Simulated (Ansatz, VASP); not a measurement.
Two plane-wave programs on AlN

```
Al N
1.0
    -1.65675    2.86957    0.00000
     0.00000    0.00000    4.18746
     4.97025    2.86957    0.00000
Al N
4 4
Direct
  0.53293 0.75000 0.17764
  0.00000 0.75000 0.66667
  0.00000 0.25000 0.33333
  0.50000 0.25000 0.83333
  0.50000 0.25000 0.16667
  0.00000 0.25000 0.66667
  0.00000 0.75000 0.33333
  0.50000 0.75000 0.83333
```

Alike in both runs: task single point; functional PBE; k mesh 8 × 6 × 4; occupations gaussian, width 0.05 eV; no spin polarisation.

|  | VASP | Ansatz |
| --- | --- | --- |
| version | VASP 6.6.1 | Ansatz 0.2.0 |
| potentials or method | VASP PAW PBE potentials, release 64 (Al, N), cutoff 520 eV | scalar-relativistic, plane waves, PAW |
| valence electrons in the cell | 32 | 32 |

Ansatz gave:

* gap on the k mesh at the Fermi level (eV): 3.23
* least direct gap on the mesh (eV): 3.23
* pressure (GPa): 0.7
* traceless stress, the component that is largest in VASP (GPa): 3.62
* rms of the force components (eV/Å): 0.683

Task: Estimate VASP's values.

Result: gap on the k mesh at the Fermi level (eV): 3.24; least direct gap on the mesh (eV): 3.24; pressure (GPa): 0.5; traceless stress, the component that is largest in VASP (GPa): 3.57; rms of the force components (eV/Å): 0.685.

Atom by atom the forces differ by 0.001 eV/Å (rms over components).
